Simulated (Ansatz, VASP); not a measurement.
# One calculation of C, two programs

INCAR

```
SYSTEM = C
PREC = Accurate ; ENCUT = 520
EDIFF = 1E-7 ; ISMEAR = 0
SIGMA = 0.15 ; LREAL = .FALSE.
LASPH = .TRUE. ; NELM = 80
ALGO = Normal ; ISIF = 2
LWAVE = .FALSE. ; LCHARG = .FALSE.
GGA = PS ; NBANDS = 16
```

File KPOINTS:

```
regular mesh
0
G
  21 21 6
  0 0 0
```

POSCAR

```
C
1.0
    1.2055602481     -2.2618335469      0.0000000000
    1.2055602481      2.2618335469      0.0000000000
    0.0000000000      0.0000000000      7.8378257709
C
4
Direct
    0.0833216498      0.9166783502      0.7498439858
    0.5833216498      0.4166783502      0.2501560142
    0.9166783502      0.0833216498      0.2501560142
    0.4166783502      0.5833216498      0.7498439858
```

Input for Ansatz:

```yaml
crystal:
  lattice:
    - [1.2055602481, -2.2618335469, 0.0]
    - [1.2055602481, 2.2618335469, 0.0]
    - [0.0, 0.0, 7.8378257709]
  atoms:
    - { symbol: C, position: [0.0833216498, 0.9166783502, 0.7498439858] }
    - { symbol: C, position: [0.5833216498, 0.4166783502, 0.2501560142] }
    - { symbol: C, position: [0.9166783502, 0.0833216498, 0.2501560142] }
    - { symbol: C, position: [0.4166783502, 0.5833216498, 0.7498439858] }
basis:
  ecutwfc: 520.0
kpoints:
  mp_grid: { grid: [21, 21, 6] }
hamiltonian:
  xc: pbesol
  pseudopotentials: { kind: paw, azcp: { folder: soft_1 } }
scf:
  occupations: { method: gaussian, width: 0.15 }
output:
  forces: true
  stress: true
  eigenvalues: true
```

Change from the starting cell: volume 10.686 Å^3 an atom, stretch along a over the lengths across it, relative to the relaxed cell 0.9230.

Alike in both runs: task single point; functional PBEsol; k mesh 21 × 21 × 6; occupations gaussian, width 0.15 eV; no spin polarisation.

|  | VASP | Ansatz |
| --- | --- | --- |
| version | VASP 6.6.1 | Ansatz 0.2.0 |
| potentials or method | VASP PAW PBE potentials, release 64 (C), cutoff 520 eV | scalar-relativistic, plane waves, PAW |
| valence electrons in the cell | 16 | 16 |

Ansatz gave:

| Quantity | Value |
| --- | --- |
| gap on the k mesh at the Fermi level (eV) | 0.51 |
| least direct gap on the mesh (eV) | 0.64 |
| pressure (GPa) | -12.3 |
| traceless stress, the component that is largest in VASP (GPa) | -34.18 |
| rms of the force components (eV/Å) | 0.241 |

Q: What did VASP give for the same quantities?

A: gap on the k mesh at the Fermi level (eV): 0.51; least direct gap on the mesh (eV): 0.64; pressure (GPa): -11.8; traceless stress, the component that is largest in VASP (GPa): -33.98; rms of the force components (eV/Å): 0.255.

VASP's potentials were made for PBE, not for PBEsol, and Ansatz warns of the same on its side. Atom by atom the forces differ by 0.015 eV/Å (rms over components).
